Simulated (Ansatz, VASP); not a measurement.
# GaAs in VASP and in Ansatz

```
CELL_PARAMETERS angstrom
0.00000 2.83309 2.91808
2.83309 0.00000 2.91808
2.83309 2.83309 0.00000
ATOMIC_POSITIONS crystal
Ga 0.00000 0.00000 0.00000
As 0.25000 0.25000 0.25000
```

Change from the starting cell: uniaxial_z strain +3.0%.

Alike in both runs: task single point; functional r2SCAN; k mesh 8 × 8 × 8; occupations fermi-dirac, width 0.02 eV; non-collinear spin, spin-orbit coupling.

```csv
,VASP,Ansatz
version,VASP 6.6.1,Ansatz 0.2.0
potentials or method,"VASP PAW PBE potentials, release 64 (Ga_d, As)","plane waves, PAW"
plane-wave cutoff (eV),520,500
valence electrons in the cell,18,28
```

```csv
,VASP,Ansatz,Ansatz less VASP
pressure (GPa),-1.9,-2.0,-0.09
"traceless stress, the component that is largest in VASP (GPa)",-1.36,-1.38,-0.022
net moment per atom (μB),0.00,0.00,0.000
```

VASP's potentials were made for PBE, not for r2SCAN. With one functional, cell and mesh, what is left measures potentials, basis and numerics. VASP's potentials hold 18 valence electrons a cell and Ansatz's 28, so a difference there can come from the potentials and not from the codes.
